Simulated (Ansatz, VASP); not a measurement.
# BaS: VASP beside Ansatz

The input INCAR:

```
SYSTEM = BaS
PREC     = Accurate       ! precision mode
ENCUT    = 520            ! plane-wave cutoff, eV
EDIFF    = 1E-6           ! SCF threshold, eV
ISMEAR   = -1             ! smearing method
SIGMA    = 0.02           ! smearing width, eV
LREAL    = .False.        ! projectors in reciprocal space
LASPH    = .True.         ! aspherical terms in the spheres
NELM     = 100            ! most SCF steps
ALGO     = Normal         ! electronic algorithm
ISIF     = 2              ! what is computed and relaxed
LWAVE    = .False.        ! write WAVECAR
LCHARG   = .False.        ! write CHGCAR
GGA      = PE             ! functional
NBANDS   = 15             ! bands
```

The input KPOINTS:

```
regular mesh
0
Gamma
  8 8 8
  0 0 0
```

Contents of POSCAR:

```
BaS
1.0
    0.0000000000      3.2692870207      3.1925847480
    3.2692870207      0.0000000000      3.1925847480
    3.2692870207      3.2692870207      0.0000000000
Ba S
1 1
Direct
    0.0000000000      0.0000000000      0.0000000000
    0.5000000000      0.5000000000      0.5000000000
```

Input for Ansatz:

```yaml
crystal:
  lattice:
    - [0.0, 3.2692870207, 3.192584748]
    - [3.2692870207, 0.0, 3.192584748]
    - [3.2692870207, 3.2692870207, 0.0]
  atoms:
    - { symbol: Ba, position: [0.0, 0.0, 0.0] }
    - { symbol: S, position: [0.5, 0.5, 0.5] }
kpoints:
  mp_grid: { grid: [8, 8, 8] }
  band_path:
    path:
      - [0.0, 0.0, 0.0]
      - [0.5, 0.0, 0.5]
      - [0.625, 0.25, 0.625]
      - [0.375, 0.375, 0.75]
      - [0.5, 0.5, 0.5]
      - [0.5, 0.25, 0.75]
      - [0.5, 0.5, 0.0]
    npoints: 1
hamiltonian:
  xc: pbe
scf:
  occupations: { method: fermi_dirac, width: 0.02 }
  n_extra_bands: 4
output:
  forces: true
  stress: true
  eigenvalues: true
```

Change from the starting cell: epitaxial_xy strain +1.8%.

Alike in both runs: task single point; functional PBE; k mesh 8 × 8 × 8; occupations fermi-dirac, width 0.02 eV; no spin polarisation.

|  | VASP | Ansatz |
| --- | --- | --- |
| version | VASP 6.6.1 | Ansatz 0.2.0 |
| potentials or method | VASP PAW PBE potentials, release 64 (Ba_sv, S) | plane waves, PAW |
| plane-wave cutoff (eV) | 520 | 420 |
| valence electrons in the cell | 16 | 16 |

```tsv
	VASP	Ansatz	Ansatz less VASP
gap on the k mesh at the Fermi level (eV)	2.12	2.22	+0.093
pressure (GPa)	-0.5	-1.0	-0.50
traceless stress, the component that is largest in VASP (GPa)	1.14	1.03	-0.111
```

Spin-orbit coupling is off throughout.
